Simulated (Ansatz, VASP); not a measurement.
# One calculation of Pb2Se, two programs

```xyz
6
Lattice="5.8325 0.0000 0.0000 0.0000 5.8325 0.0000 0.0000 0.0000 5.8325" Properties=species:S:1:pos:R:3 pbc="T T T"
Pb    1.4581    1.4581    1.4581
Pb    1.4581    4.3744    4.3744
Pb    4.3744    4.3744    1.4581
Pb    4.3744    1.4581    4.3744
Se    0.0000    0.0000    0.0000
Se    2.9163    2.9163    2.9163
```

Alike in both runs: task single point; functional PBE; k mesh 4 × 4 × 4; occupations gaussian, width 0.1 eV; no spin polarisation.

```csv
,VASP,Ansatz
version,VASP 6.6.1,Ansatz 0.2.0
potentials or method,"VASP PAW PBE potentials, release 64 (Pb_d, Se), cutoff 520 eV","scalar-relativistic, plane waves, PAW"
valence electrons in the cell,68,88
```

|  | VASP | Ansatz | Ansatz less VASP |
| --- | --- | --- | --- |
| gap on the k mesh at the Fermi level (eV) | none | none | - |
| pressure (GPa) | 15.2 | 15.2 | +0.02 |

A gap of «none» marks a metal or a gap that the smearing closes. With one functional, cell and mesh, what is left measures potentials, basis and numerics. VASP's potentials hold 68 valence electrons a cell and Ansatz's 88, so a difference there can come from the potentials and not from the codes.

Spin-orbit coupling is off throughout.
